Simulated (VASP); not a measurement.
# Mn (Im-3m) in VASP: a series of runs

Runs on Mn. Level: r2SCAN. Tasks: single point.

All numbers are computed with VASP 6.6.1; they aren't measurements. Logs are shortened: lines on timing, memory, paths and dates and some standing lists are left out, and cuts for length are marked.

## 1. The cell of the first run

Symmetry: Im-3m, No. 229, cubic system. The conventional cell has a = 3.113 Å, b = 3.113 Å, c = 3.113 Å, α = 90.00°, β = 90.00°, γ = 90.00°. Mn (site symmetry m-3m) has 14 Mn at 2.70 to 3.11 Å within 3.6 Å.

This isn't the form of Mn at room conditions, which is a 58-atom cubic cell.

## 2. Single point, r2SCAN, collinear spin, antiferromagnetic start

POSCAR

```
Mn
1.0
    0.0000000000      3.1134671004      0.0000000000
    3.1134671004      0.0000000000      0.0000000000
    3.1134671004      3.1134671004     -3.1134671004
Mn
2
Direct
    0.0000000000      0.0000000000      0.0000000000
    0.0000000000      0.0000000000      0.5000000000
```

INCAR.step1

```
SYSTEM = Mn
PREC = Accurate
ENCUT = 520
ISMEAR = 0
SIGMA = 0.05
LREAL = .False.
LASPH = .True.
NELM = 150
ISPIN = 2
MAGMOM = 4.24 -4.24
LMAXMIX = 4
NBANDS = 24
GGA = PE
ALGO = Normal
EDIFF = 1E-4
LWAVE = .True.
LCHARG = .False.
```

INCAR.step2

```
SYSTEM = Mn
PREC = Accurate
ENCUT = 520
EDIFF = 1E-7
ISMEAR = 0
SIGMA = 0.05
LREAL = .False.
LASPH = .True.
NELM = 150
ALGO = Normal
ISIF = 2
LWAVE = .False.
LCHARG = .False.
ISPIN = 2
MAGMOM = 4.24 -4.24
LORBIT = 11
LMAXMIX = 4
METAGGA = R2SCAN
LMIXTAU = .True.
NBANDS = 24
ISTART = 1
```

KPOINTS

```
regular mesh
0
Gamma
  20 20 10
  0 0 0
```

Potentials or basis: VASP PAW PBE potentials, release 64 (Mn_pv).

Command:

```console
> cat potpaw_PBE.64/Mn_pv/POTCAR > POTCAR
> cp INCAR.step1 INCAR
> mpirun -np 1 vasp_std > vasp.out
> cp INCAR.step2 INCAR
> mpirun -np 1 vasp_std > vasp.out
```

OUTCAR:

```text
SYSTEM = Mn
   PREC = Accurate
   ENCUT = 520
   EDIFF = 1E-7
   ISMEAR = 0
   LREAL = .False.
   LASPH = .True.
   NELM = 150
   ISIF = 2
   ISPIN = 2
   LORBIT = 11
   METAGGA = R2SCAN
   ISTART = 1

 ion  position               nearest neighbor table
   1  0.000  0.000  0.000-   2 2.70   2 2.70   2 2.70   2 2.70   2 2.70   2 2.70   2 2.70   2 2.70

   2  0.000  0.000  0.500-   1 2.70   1 2.70   1 2.70   1 2.70   1 2.70   1 2.70   1 2.70   1 2.70

  LATTYP: Found a simple cubic cell.
 ALAT       =     3.1134671004

  Lattice vectors:

 A1 = (   0.0000000000,   3.1134671004,   0.0000000000)
 A2 = (   3.1134671004,   0.0000000000,   0.0000000000)
 A3 = (   0.0000000000,   0.0000000000,  -3.1134671004)

Analysis of symmetry for initial positions (statically):
=====================================================================
 Subroutine PRICEL returns following result:

  LATTYP: Found a body centered cubic cell.
 ALAT       =     3.1134671004

  Lattice vectors:

 A1 = (  -1.5567335502,  -1.5567335502,  -1.5567335502)
 A2 = (  -1.5567335502,   1.5567335502,   1.5567335502)
 A3 = (   1.5567335502,   1.5567335502,  -1.5567335502)

   2 primitive cells build up your supercell.

 Routine SETGRP: Setting up the symmetry group for a
 simple cubic supercell.

 Subroutine GETGRP returns: Found 48 space group operations
 (whereof 48 operations were pure point group operations)
 out of a pool of 48 trial point group operations.

The static configuration has the point symmetry O_h .

Analysis of symmetry for dynamics (positions and initial velocities):
=====================================================================
 Subroutine PRICEL returns following result:

  LATTYP: Found a body centered cubic cell.
 ALAT       =     3.1134671004

  Lattice vectors:

 A1 = (  -1.5567335502,  -1.5567335502,  -1.5567335502)
 A2 = (  -1.5567335502,   1.5567335502,   1.5567335502)
 A3 = (   1.5567335502,   1.5567335502,  -1.5567335502)

   2 primitive cells build up your supercell.

 Routine SETGRP: Setting up the symmetry group for a
 simple cubic supercell.

 Subroutine GETGRP returns: Found 48 space group operations
 (whereof 48 operations were pure point group operations)
 out of a pool of 48 trial point group operations.

The dynamic configuration has the point symmetry O_h .

Analysis of structural, dynamic, and magnetic symmetry:
=====================================================================
 Subroutine PRICEL returns following result:

  LATTYP: Found a body centered cubic cell.
 ALAT       =     3.1134671004

  Lattice vectors:

 A1 = (  -1.5567335502,  -1.5567335502,  -1.5567335502)
 A2 = (  -1.5567335502,   1.5567335502,   1.5567335502)
 A3 = (   1.5567335502,   1.5567335502,  -1.5567335502)

   2 primitive cells build up your supercell.

 Routine SETGRP: Setting up the symmetry group for a
 simple cubic supercell.

 Subroutine GETGRP returns: Found 48 space group operations
 (whereof 48 operations were pure point group operations)
 out of a pool of 48 trial point group operations.

The overall configuration has the point symmetry O_h .

 Subroutine INISYM returns: Found 48 space group operations
 (whereof 48 operations are pure point group operations),
 and found     2 'primitive' translations

----------------------------------------------------------------------------------------

                                     Primitive cell

  volume of cell :      15.0905

  direct lattice vectors                    reciprocal lattice vectors
    -1.556733550 -1.556733550 -1.556733550    -0.321185343  0.000000000 -0.321185343
    -1.556733550  1.556733550  1.556733550    -0.321185343  0.321185343 -0.000000000
     1.556733550  1.556733550 -1.556733550     0.000000000  0.321185343 -0.321185343

  length of vectors
     2.696341603  2.696341603  2.696341603     0.454224669  0.454224669  0.454224669

  position of ions in fractional coordinates (direct lattice)
     0.000000000  0.000000000  0.000000000

  ion indices of the primitive-cell ions
   primitive index   ion index
                 1           1

----------------------------------------------------------------------------------------

 KPOINTS: regular mesh

Automatic generation of k-mesh.
 Grid dimensions read from file:
 generate k-points for:   20   20   10

 Generating k-lattice:

  Cartesian coordinates                     Fractional coordinates (reciprocal lattice)
     0.000000000  0.016059267  0.016059267     0.050000000  0.000000000  0.000000000
     0.016059267  0.000000000  0.016059267     0.000000000  0.050000000  0.000000000
     0.000000000  0.000000000 -0.032118534     0.000000000  0.000000000  0.100000000

  Length of vectors
     0.022711233  0.022711233  0.032118534

  Shift w.r.t. Gamma in fractional coordinates (k-lattice)
     0.000000000  0.000000000  0.000000000

 Subroutine IBZKPT returns following result:
 ===========================================

 Found    146 irreducible k-points:

 Following reciprocal coordinates:
            Coordinates               Weight
  0.000000  0.000000  0.000000      1.000000
  0.050000  0.000000  0.000000     12.000000
  0.100000  0.000000  0.000000     12.000000
  0.150000  0.000000  0.000000     12.000000
  0.200000  0.000000  0.000000     12.000000
  0.250000  0.000000  0.000000     12.000000
[... 16 lines left out ...]
  0.200000  0.100000  0.000000     48.000000
  0.250000  0.100000  0.000000     48.000000
 [... further k-points ...]
   k-points           NKPTS =    146   k-points in BZ     NKDIM =    146   number of bands    NBANDS=     24
   number of dos      NEDOS =    301   number of ions     NIONS =      2
   total plane-waves  NPLWV =  23040
   dimension x,y,z NGX =    24 NGY =   24 NGZ =   40
   dimension x,y,z NGXF=    48 NGYF=   48 NGZF=   80
   ions per type =               2
   NGX,Y,Z   is equivalent  to a cutoff of  12.81, 12.81, 12.33 a.u.
   NGXF,Y,Z  is equivalent  to a cutoff of  25.63, 25.63, 24.66 a.u.
 SYSTEM =  Mn
   PREC   = accura    normal or accurate (medium, high low for compatibility)
   ISTART =      1    job   : 0-new  1-cont  2-samecut
   ICHARG =      0    charge: 1-file 2-atom 10-const
   ISPIN  =      2    spin polarized calculation?
   LNONCOLLINEAR =      F non collinear calculations
   LSORBIT =      F    spin-orbit coupling
   LASPH  =      T    aspherical Exc in radial PAW
   ENCUT  =  520.0 eV  38.22 Ry    6.18 a.u.   5.79  5.79 10.03*2*pi/ulx,y,z
   NELM   =    150;   NELMIN=  2; NELMDL=  0     # of ELM steps
   EDIFF  = 0.1E-06   stopping-criterion for ELM
   LREAL  =      F    real-space projection
   EDIFFG = 0.1E-05   stopping-criterion for IOM
   NSW    =      0    number of steps for IOM
   IBRION =     -1    ionic relax: 0-MD 1-quasi-New 2-CG
   NFREE  =      0    steps in history (QN), initial steepest desc. (CG)
   ISIF   =      2    stress and relaxation
   ISYM   =      2    0-nonsym 1-usesym 2-fastsym
   POTIM  = 0.5000    time-step for ionic-motion
   TEBEG  =    0.0;   TEEND  =   0.0 temperature during run
   PSTRESS=    0.0 pullay stress
   NELECT =      26.0000    total number of electrons
   NUPDOWN=      -1.0000    fix difference up-down
   EMIN   =  10.00;   EMAX   =-10.00  energy-range for DOS
   EFERMI =   0.00;   METHOD = LEGACY
   ISMEAR =     0;   SIGMA  =   0.05  broadening in eV -4-tet -1-fermi 0-gaus
   EFERMI_NEDOS =   21; number of points for ismear=-14 and -15
   IALGO  =     38    algorithm
   IMIX   =      4    mixing-type and parameters
     AMIX     =   0.40;   BMIX     =  1.00
     AMIX_MAG =   1.60;   BMIX_MAG =  1.00
  volume/ion in A,a.u.               =      15.09       101.84
  Fermi-wavevector in a.u.,A,eV,Ry     =   1.557716  2.943657 33.014261  2.426480
  Thomas-Fermi vector in A             =   2.661326
   LORBIT       =     11    0 simple, 1 ext, 2 COOP (PROOUT), +10 PAW based schemes
   METAGGA = R2SCAN    functional components
   LHFCALC =     F    Hartree Fock is set to
   AEXX    =    0.0000 exact exchange contribution
   IVDW    =     0    specifies the selected vdW correction
   LEPSILON=     F    determine dielectric tensor
   LRPA    =     F    only Hartree local field effects (RPA)
 spin polarized calculation
 Gauss-broadening in eV      SIGMA  =   0.05
  energy-cutoff  :      520.00
  volume of cell :       30.18
 maximum number of plane-waves:       840
   NGX = 11   NGY = 11   NGZ = 19

 number of electron      25.9999982 magnetization      -0.0000000

 number of electron      25.9999982 magnetization       0.0000000

 Free energy of the ion-electron system (eV)
  ---------------------------------------------------
  ext. energy  EPLUGINS =         0.00000000
  ---------------------------------------------------
  free energy    TOTEN  =       -29.65608352 eV

  energy without entropy =      -29.65414173  energy(sigma->0) =      -29.65511263

 E-fermi :   7.7433     XC(G=0): -13.0692

 val. band max:        7.7375779539   @ k =   0.3500   0.1500   0.0000
 cond. band min:       7.7466989032   @ k =   0.3500   0.0000   0.0000
 fundamental gap:      0.0091209493
 Fermi energy:         7.7432741270

 spin component 1

 k-point     1 :       0.0000    0.0000    0.0000
  band No.  band energies     occupation
      1     -45.1335      1.00000
      2     -45.1334      1.00000
      3     -45.1333      1.00000
      4     -39.8604      1.00000
      5     -39.8598      1.00000
      6     -39.8597      1.00000
[... 637 lines left out ...]
     23      24.0469      0.00000
     24      25.5227      0.00000

 [... further k-points ...]

 spin component 2

 k-point     1 :       0.0000    0.0000    0.0000
  band No.  band energies     occupation
      1     -45.1335      1.00000
      2     -45.1334      1.00000
      3     -45.1333      1.00000
      4     -39.8604      1.00000
      5     -39.8598      1.00000
      6     -39.8597      1.00000
[... 637 lines left out ...]
     23      24.0469      0.00000
     24      25.5227      0.00000

 [... further k-points ...]

------------------------ aborting loop because EDIFF is reached ----------------------------------------

  FORCE on cell =-STRESS in cart. coord.  units (eV):
  Direction    XX          YY          ZZ          XY          YZ          ZX
  --------------------------------------------------------------------------------------
  -------------------------------------------------------------------------------------
  Total       -0.1212445     -0.1212445     -0.1212445     -0.0000000     -0.0000000      0.0000000
  in kB       -6.4363536     -6.4363536     -6.4363536     -0.0000000     -0.0000000      0.0000000
  external PRESSURE =      -6.4363536 kB  Pullay stress =       0.0000000 kB

 VOLUME and BASIS-vectors are now :
 -----------------------------------------------------------------------------
  energy-cutoff  :      520.00
  volume of cell :       30.18
      direct lattice vectors                 reciprocal lattice vectors
     0.000000000  3.113467100  0.000000000     0.000000000  0.321185343  0.321185343
     3.113467100  0.000000000  0.000000000     0.321185343  0.000000000  0.321185343
     3.113467100  3.113467100 -3.113467100     0.000000000  0.000000000 -0.321185343

 POSITION                                       TOTAL-FORCE (eV/Angst)
 -----------------------------------------------------------------------------------
      0.00000      0.00000      0.00000        -0.000000      0.000000      0.000000
      1.55673      1.55673     -1.55673         0.000000     -0.000000     -0.000000
 -----------------------------------------------------------------------------------
    total drift:                               -0.000000     -0.000000      0.000000

  FREE ENERGIE OF THE ION-ELECTRON SYSTEM (eV)
  ---------------------------------------------------
  free  energy   TOTEN  =       -29.6560835184 eV

  energy  without entropy=      -29.6541417348  energy(sigma->0) =      -29.65511263

 total charge

# of ion       s       p       d       tot
------------------------------------------
    1        0.381   6.287   4.848  11.515
    2        0.381   6.287   4.848  11.515
--------------------------------------------------
tot          0.761  12.573   9.695  23.030

 magnetization (x)

# of ion       s       p       d       tot
------------------------------------------
    1        0.077   0.065   3.727   3.869
    2       -0.077  -0.065  -3.727  -3.869
--------------------------------------------------
tot          0.000   0.000   0.000   0.000
```

Run time: 4.9 min. Hardware: 1 thread of Intel Xeon 6975P-C (Granite Rapids), shared host; peak memory 0.28 GiB.

Results:

```
Free energy                                           : -29.6561 eV
Pressure                                              : -0.6 GPa
Band gap on the k mesh                                : zero (filled and empty bands overlap)
Net moment                                            : 0.00 μB per cell
Site moments                                          : Mn +3.87, -3.87 μB
Valence electrons inside the program's atomic spheres : Mn 11.52
```

Caveat: the antiferromagnetic order is the one typed at the start, and another may lie lower; the PAW data sets were made with another functional, which shifts forces and pressure a little.

(Continued in part 2 of 2.)
